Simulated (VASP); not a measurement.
# CsB3 (P6_3/mmc) in VASP: notebook

CsB3 is run at these levels: PBE; tasks: single point, relaxation of cell and atoms.

Program: VASP 6.6.1. These are calculated values, not measurements. Logs are shortened: lines on timing, memory, paths and dates and some standing lists are left out, and cuts for length are marked.

### 1 The cell of the first run

It takes space group P6_3/mmc (No. 194, hexagonal). Conventional cell: a = 6.891 Å, b = 6.891 Å, c = 3.360 Å, α = 90.00°, β = 90.00°, γ = 120.00°. Cs (site symmetry -6m2) has 8 Cs at 3.36 to 4.32 Å and 12 B at 3.42 to 3.58 Å within 4.4 Å. Within 2.3 Å of B (site symmetry mm2) lie 6 B at 1.74 to 1.96 Å.

### 2 Single point, PBE

Input file INCAR:

```
  PREC = Accurate
  ENCUT = 520
  EDIFF = 1E-7
  ISMEAR = 0
  SIGMA = 0.1
  LREAL = False
  LASPH = True
  NELM = 100
  ALGO = Normal
  ISIF = 2
  LWAVE = False
  LCHARG = False
  GGA = PE
  NBANDS = 28
```

Input file KPOINTS:

```
Automatic mesh
0
Gamma
  3 3 4
```

Input file POSCAR:

```
CsB3
1.0
    6.8907599379      0.0000000027      0.0000000000
   -3.4453799713      5.9675731563      0.0000000000
    0.0000000000      0.0000000000      3.3599781606
Cs B
2 6
Direct
    0.6666666667      0.3333333333      0.2500000000
    0.3333333333      0.6666666667      0.7500000000
    0.0841233038      0.9158766962      0.2500000000
    0.0841233038      0.1682466075      0.2500000000
    0.8317533925      0.9158766962      0.2500000000
    0.1682466075      0.0841233038      0.7500000000
    0.9158766962      0.8317533925      0.7500000000
    0.9158766962      0.0841233038      0.7500000000
```

Potentials or basis: VASP PAW PBE potentials, release 64 (Cs_sv, B).

Run with:

```bash
$ cat potpaw_PBE.64/Cs_sv/POTCAR potpaw_PBE.64/B/POTCAR > POTCAR
$ mpirun -np 1 vasp_std > vasp.out
```

OUTCAR:

```text
PREC = Accurate
   ENCUT = 520
   EDIFF = 1E-7
   ISMEAR = 0
   LREAL = False
   LASPH = True
   NELM = 100
   ISIF = 2
   GGA = PE

 ion  position               nearest neighbor table
   1  0.667  0.333  0.250-
   2  0.333  0.667  0.750-
   3  0.084  0.916  0.250-   5 1.74   4 1.74   7 1.96   7 1.96   6 1.96   6 1.96
   4  0.084  0.168  0.250-   5 1.74   3 1.74   6 1.96   6 1.96   8 1.96   8 1.96
   5  0.832  0.916  0.250-   3 1.74   4 1.74   7 1.96   7 1.96   8 1.96   8 1.96
   6  0.168  0.084  0.750-   8 1.74   7 1.74   4 1.96   4 1.96   3 1.96   3 1.96
   7  0.916  0.832  0.750-   6 1.74   8 1.74   5 1.96   5 1.96   3 1.96   3 1.96
   8  0.916  0.084  0.750-   6 1.74   7 1.74   4 1.96   4 1.96   5 1.96   5 1.96

  LATTYP: Found a hexagonal cell.
 ALAT       =     6.8907599379
 C/A-ratio  =     0.4876063295

  Lattice vectors:

 A1 = (   6.8907599379,   0.0000000027,   0.0000000000)
 A2 = (  -3.4453799713,   5.9675731563,   0.0000000000)
 A3 = (   0.0000000000,   0.0000000000,   3.3599781606)

Analysis of symmetry for initial positions (statically):
=====================================================================
 Subroutine PRICEL returns:
 Original cell was already a primitive cell.

 Routine SETGRP: Setting up the symmetry group for a
 hexagonal supercell.

 Subroutine GETGRP returns: Found 24 space group operations
 (whereof 12 operations were pure point group operations)
 out of a pool of 24 trial point group operations.

The static configuration has the point symmetry D_3d.
 The point group associated with its full space group is D_6h.

Analysis of symmetry for dynamics (positions and initial velocities):
=====================================================================
 Subroutine PRICEL returns:
 Original cell was already a primitive cell.

 Routine SETGRP: Setting up the symmetry group for a
 hexagonal supercell.

 Subroutine GETGRP returns: Found 24 space group operations
 (whereof 12 operations were pure point group operations)
 out of a pool of 24 trial point group operations.

The dynamic configuration has the point symmetry D_3d.
 The point group associated with its full space group is D_6h.

 Subroutine INISYM returns: Found 24 space group operations
 (whereof 12 operations are pure point group operations),
 and found     1 'primitive' translations

----------------------------------------------------------------------------------------

                                     Primitive cell

  volume of cell :     138.1660

  direct lattice vectors                    reciprocal lattice vectors
     6.890759938  0.000000003  0.000000000     0.145121875  0.083786153  0.000000000
    -3.445379971  5.967573156  0.000000000    -0.000000000  0.167572307  0.000000000
     0.000000000  0.000000000  3.359978161     0.000000000  0.000000000  0.297620982

  length of vectors
     6.890759938  6.890759938  3.359978161     0.167572307  0.167572307  0.297620982

  position of ions in fractional coordinates (direct lattice)
     0.666666667  0.333333333  0.250000000
     0.333333333  0.666666667  0.750000000
     0.084123304  0.915876696  0.250000000
     0.084123304  0.168246608  0.250000000
     0.831753392  0.915876696  0.250000000
     0.168246608  0.084123304  0.750000000
     0.915876696  0.831753392  0.750000000
     0.915876696  0.084123304  0.750000000

  ion indices of the primitive-cell ions
   primitive index   ion index
                 1           1
                 2           2
                 3           3
                 4           4
                 5           5
                 6           6
                 7           7
                 8           8

----------------------------------------------------------------------------------------

 KPOINTS: Automatic mesh

Automatic generation of k-mesh.
 Grid dimensions read from file:
 generate k-points for:    3    3    4

 Generating k-lattice:

  Cartesian coordinates                     Fractional coordinates (reciprocal lattice)
     0.048373958  0.027928718  0.000000000     0.333333333  0.000000000  0.000000000
    -0.000000000  0.055857436  0.000000000    -0.000000000  0.333333333  0.000000000
     0.000000000  0.000000000  0.074405246     0.000000000  0.000000000  0.250000000

  Length of vectors
     0.055857436  0.055857436  0.074405246

  Shift w.r.t. Gamma in fractional coordinates (k-lattice)
     0.000000000  0.000000000  0.000000000

 Subroutine IBZKPT returns following result:
 ===========================================

 Found      9 irreducible k-points:

 Following reciprocal coordinates:
            Coordinates               Weight
  0.000000  0.000000  0.000000      1.000000
  0.333333 -0.000000  0.000000      6.000000
  0.333333  0.333333  0.000000      2.000000
  0.000000  0.000000  0.250000      2.000000
  0.333333 -0.000000  0.250000     12.000000
  0.333333  0.333333  0.250000      4.000000
  0.000000  0.000000  0.500000      1.000000
  0.333333 -0.000000  0.500000      6.000000
  0.333333  0.333333  0.500000      2.000000
   k-points           NKPTS =      9   k-points in BZ     NKDIM =      9   number of bands    NBANDS=     28
   number of dos      NEDOS =    301   number of ions     NIONS =      8
   total plane-waves  NPLWV =  81648
   dimension x,y,z NGX =    54 NGY =   54 NGZ =   28
   dimension x,y,z NGXF=   108 NGYF=  108 NGZF=   56
   ions per type =               2   6
   NGX,Y,Z   is equivalent  to a cutoff of  13.03, 13.03, 13.85 a.u.
   NGXF,Y,Z  is equivalent  to a cutoff of  26.06, 26.06, 27.71 a.u.
 SYSTEM =  unknown system
   PREC   = accura    normal or accurate (medium, high low for compatibility)
   ISTART =      0    job   : 0-new  1-cont  2-samecut
   ICHARG =      2    charge: 1-file 2-atom 10-const
   ISPIN  =      1    spin polarized calculation?
   LNONCOLLINEAR =      F non collinear calculations
   LSORBIT =      F    spin-orbit coupling
   LASPH  =      T    aspherical Exc in radial PAW
   ENCUT  =  520.0 eV  38.22 Ry    6.18 a.u.  12.81 12.81  6.25*2*pi/ulx,y,z
   NELM   =    100;   NELMIN=  2; NELMDL= -5     # of ELM steps
   EDIFF  = 0.1E-06   stopping-criterion for ELM
   LREAL  =      F    real-space projection
   EDIFFG = 0.1E-05   stopping-criterion for IOM
   NSW    =      0    number of steps for IOM
   IBRION =     -1    ionic relax: 0-MD 1-quasi-New 2-CG
   NFREE  =      0    steps in history (QN), initial steepest desc. (CG)
   ISIF   =      2    stress and relaxation
   ISYM   =      2    0-nonsym 1-usesym 2-fastsym
   POTIM  = 0.5000    time-step for ionic-motion
   TEBEG  =    0.0;   TEEND  =   0.0 temperature during run
   PSTRESS=    0.0 pullay stress
   NELECT =      36.0000    total number of electrons
   NUPDOWN=      -1.0000    fix difference up-down
   EMIN   =  10.00;   EMAX   =-10.00  energy-range for DOS
   EFERMI =   0.00;   METHOD = LEGACY
   ISMEAR =     0;   SIGMA  =   0.10  broadening in eV -4-tet -1-fermi 0-gaus
   EFERMI_NEDOS =   21; number of points for ismear=-14 and -15
   IALGO  =     38    algorithm
   IMIX   =      4    mixing-type and parameters
     AMIX     =   0.40;   BMIX     =  1.00
     AMIX_MAG =   1.60;   BMIX_MAG =  1.00
  volume/ion in A,a.u.               =      17.27       116.55
  Fermi-wavevector in a.u.,A,eV,Ry     =   1.045623  1.975941 14.875630  1.093328
  Thomas-Fermi vector in A             =   2.180427
   LORBIT       =      0    0 simple, 1 ext, 2 COOP (PROOUT), +10 PAW based schemes
   GGA     = PE    functional components
   LHFCALC =     F    Hartree Fock is set to
   AEXX    =    0.0000 exact exchange contribution
   IVDW    =     0    specifies the selected vdW correction
   LEPSILON=     F    determine dielectric tensor
   LRPA    =     F    only Hartree local field effects (RPA)
 non-spin polarized calculation
 Gauss-broadening in eV      SIGMA  =   0.10
  energy-cutoff  :      520.00
  volume of cell :      138.17
 maximum number of plane-waves:      3744
 NGX is ok and might be reduce to    54
   NGX = 25   NGY = 25   NGZ = 13

 number of electron      36.0000002 magnetization

 Free energy of the ion-electron system (eV)
  ---------------------------------------------------
  ext. energy  EPLUGINS =         0.00000000
  ---------------------------------------------------
  free energy    TOTEN  =       -35.56448051 eV

  energy without entropy =      -35.56094525  energy(sigma->0) =      -35.56271288

 E-fermi :   3.3226     XC(G=0):  -9.4113

 val. band max:        3.1820190819   @ k =   0.3333   0.3333   0.5000
 cond. band min:       3.4724528339   @ k =   0.3333  -0.0000   0.0000
 fundamental gap:      0.2904337520
 Fermi energy:         3.3225623881

 k-point     1 :       0.0000    0.0000    0.0000
  band No.  band energies     occupation
      1     -19.0793      2.00000
      2     -18.9499      2.00000
      3     -11.8820      2.00000
      4      -6.2801      2.00000
      5      -6.2801      2.00000
      6      -6.0967      2.00000
[... 20 lines left out ...]
     27       7.3575      0.00000
     28       7.7833      0.00000

 k-point     2 :       0.3333   -0.0000    0.0000
  band No.  band energies     occupation
      1     -19.0519      2.00000
      2     -18.9774      2.00000
      3     -11.9011      2.00000
      4      -6.6242      2.00000
      5      -6.3285      2.00000
      6      -5.7304      2.00000
[... 20 lines left out ...]
     27       8.3340      0.00000
     28       9.0968      0.00000

 k-point     3 :       0.3333    0.3333    0.0000
  band No.  band energies     occupation
      1     -19.0147      2.00000
      2     -19.0147      2.00000
      3     -11.9113      2.00000
      4      -6.3569      2.00000
      5      -6.2816      2.00000
      6      -6.2816      2.00000
[... 151 lines left out ...]
      3      -9.3585      2.00000
      4      -9.3585      2.00000
      5      -7.3488      2.00000
      6      -7.3488      2.00000
[... 20 lines left out ...]
     27       9.3621      0.00000
     28       9.3621      0.00000

 k-point     9 :       0.3333    0.3333    0.5000
  band No.  band energies     occupation
      1     -18.5051      2.00000
      2     -18.5051      2.00000
      3      -9.3615      2.00000
      4      -9.3615      2.00000
      5      -7.3722      2.00000
      6      -7.3722      2.00000
[... 20 lines left out ...]
     27       9.8709      0.00000
     28       9.8709      0.00000

------------------------ aborting loop because EDIFF is reached ----------------------------------------

  FORCE on cell =-STRESS in cart. coord.  units (eV):
  Direction    XX          YY          ZZ          XY          YZ          ZX
  --------------------------------------------------------------------------------------
  -------------------------------------------------------------------------------------
  Total        0.1031471      0.1031471      0.2643034     -0.0000000      0.0000000      0.0000000
  in kB        1.1960972      1.1960972      3.0648694     -0.0000000      0.0000000      0.0000000
  external PRESSURE =       1.8190212 kB  Pullay stress =       0.0000000 kB

 VOLUME and BASIS-vectors are now :
 -----------------------------------------------------------------------------
  energy-cutoff  :      520.00
  volume of cell :      138.17
      direct lattice vectors                 reciprocal lattice vectors
     6.890759938  0.000000003  0.000000000     0.145121875  0.083786153  0.000000000
    -3.445379971  5.967573156  0.000000000    -0.000000000  0.167572307  0.000000000
     0.000000000  0.000000000  3.359978161     0.000000000  0.000000000  0.297620982

 POSITION                                       TOTAL-FORCE (eV/Angst)
 -----------------------------------------------------------------------------------
      3.44538      1.98919      0.83999         0.000000     -0.000000      0.000000
     -0.00000      3.97838      2.51998         0.000000      0.000000      0.000000
     -2.57587      5.46556      0.83999        -0.002842      0.001641      0.000000
     -0.00000      1.00402      0.83999         0.000000     -0.003281     -0.000000
      2.57587      5.46556      0.83999         0.002842      0.001641      0.000000
      0.86951      0.50201      2.51998        -0.002842     -0.001641      0.000000
      3.44538      4.96355      2.51998        -0.000000      0.003281      0.000000
      6.02125      0.50201      2.51998         0.002842     -0.001641     -0.000000
 -----------------------------------------------------------------------------------
    total drift:                               -0.000000      0.000000     -0.000000

  FREE ENERGIE OF THE ION-ELECTRON SYSTEM (eV)
  ---------------------------------------------------
  free  energy   TOTEN  =       -35.5644805134 eV

  energy  without entropy=      -35.5609452526  energy(sigma->0) =      -35.56271288
```

It took 56 s on 1 thread of Intel Xeon Platinum 8488C (Sapphire Rapids), shared host; peak memory 0.27 GiB.

What came out:

* Free energy: -35.5645 eV
* Pressure: 0.2 GPa
* Largest force: 0.003 eV/Å
* Band gap on the k mesh: zero (bands 18 and 19 overlap by 0.90 eV)

Forces on the atoms (eV/Å):
```
Cs   0.000  0.000  0.000
Cs   0.000  0.000  0.000
B   -0.003  0.002  0.000
B    0.000 -0.003  0.000
B    0.003  0.002  0.000
B   -0.003 -0.002  0.000
B    0.000  0.003  0.000
B    0.003 -0.002  0.000
```

Levels at points of the mesh, in eV from the Fermi level:
```tsv
k point	band 16	band 17	band 18	band 19	band 20	band 21
(0.00, 0.00, 0.00)	-2.33	0.16	0.16	1.74	2.30	2.30
(0.00, 0.00, 0.50)	-1.25	-0.71	-0.71	-0.71	-0.71	4.42
```

Caveat: the k points lie up to 0.47 Å⁻¹ apart, too coarse for converged energies and pressures of a metal; spin-orbit coupling is left out, which moves the levels of the heavy elements.

### 3 Relaxation of cell and atoms, PBE

This run uses another cell than the first one, of 35.03 Å³/atom.

Input file INCAR:

```
PREC = Accurate ; ENCUT = 600
EDIFF = 1E-6 ; ISMEAR = 0
SIGMA = 0.1 ; LREAL = F
LASPH = T ; NELM = 60
ALGO = Normal ; ISIF = 3
LWAVE = F ; LCHARG = F
GGA = PE ; IBRION = 2
NSW = 90 ; EDIFFG = -0.04
```

Input file KPOINTS:

```
regular mesh
0
Gamma
  3 3 4
```

Input file POSCAR:

```
CsB3
1.0
    7.3450766900      0.0000000000      0.0000000000
   -3.6725383500      6.3610230100      0.0000000000
    0.0000000000      0.0000000000      5.9972551200
Cs B
2 6
Direct
    0.6666666700      0.3333333300      0.2500000000
    0.3333333300      0.6666666700      0.7500000000
    0.1666666700      0.8333333300      0.2500000000
    0.1666666700      0.3333333300      0.2500000000
    0.6666666700      0.8333333300      0.2500000000
    0.3333333300      0.1666666700      0.7500000000
    0.8333333300      0.6666666700      0.7500000000
    0.8333333300      0.1666666700      0.7500000000
```

Potentials or basis: VASP PAW PBE potentials, release 64 (Cs_sv, B).

Run with:

```bash
$ cat potpaw_PBE.64/Cs_sv/POTCAR potpaw_PBE.64/B/POTCAR > POTCAR
$ mpirun -np 1 vasp_std > vasp.out
```

It took 27 min on 1 thread of Intel Xeon Platinum 8488C (Sapphire Rapids), shared host; peak memory 0.52 GiB.

The run converged. Its results:

| Item | Value |
| --- | --- |
| Free energy | -35.5776 eV |
| Relaxed volume | 17.26 Å³/atom |
| Relaxed cell | a = 6.884 Å, b = 6.884 Å, c = 3.364 Å, α = 90.00°, β = 90.00°, γ = 120.00° |
| Space group after relaxing (to 0.1 Å) | P6_3/mmc (No. 194) |
| Pressure after relaxing | 0.1 GPa |
| Largest force after relaxing | 0.033 eV/Å |
| Band gap on the k mesh | zero (bands 18 and 19 overlap by 0.90 eV) |

Forces on the atoms (eV/Å):
```
Cs   0.000  0.000  0.000
Cs   0.000  0.000  0.000
B   -0.029  0.017  0.000
B    0.000 -0.033  0.000
B    0.029  0.017  0.000
B   -0.029 -0.017  0.000
B    0.000  0.033  0.000
B    0.029 -0.017  0.000
```

Stress tensor (GPa, compression positive):
```
0.16 0.00 0.00
0.00 0.16 0.00
0.00 0.00 0.01
```

Final structure:
```yaml
crystal:
  lattice:
    - [6.88427, 0.00000, 0.00000]
    - [-3.44214, 5.96195, 0.00000]
    - [0.00000, 0.00000, 3.36401]
  atoms:
    - { symbol: Cs, position: [0.66667, 0.33333, 0.25000] }
    - { symbol: Cs, position: [0.33333, 0.66667, 0.75000] }
    - { symbol: B, position: [0.08424, 0.91576, 0.25000] }
    - { symbol: B, position: [0.08424, 0.16848, 0.25000] }
    - { symbol: B, position: [0.83152, 0.91576, 0.25000] }
    - { symbol: B, position: [0.16848, 0.08424, 0.75000] }
    - { symbol: B, position: [0.91576, 0.83152, 0.75000] }
    - { symbol: B, position: [0.91576, 0.08424, 0.75000] }
```

Levels at points of the mesh, in eV from the Fermi level:
| k point | band 15 | band 16 | band 17 | band 18 | band 19 | band 20 | band 21 | band 22 |
| --- | --- | --- | --- | --- | --- | --- | --- | --- |
| (0.00, 0.00, 0.00) | -2.31 | -2.31 | 0.16 | 0.16 | 1.73 | 2.31 | 2.31 | 3.37 |
| (0.00, 0.00, 0.50) | -1.25 | -1.25 | -0.71 | -0.71 | -0.71 | -0.71 | 4.44 | 4.44 |

Caveat: the volume moved by over 15 % at a fixed basis, so the end points are rough; spin-orbit coupling is left out, which moves the levels of the heavy elements.
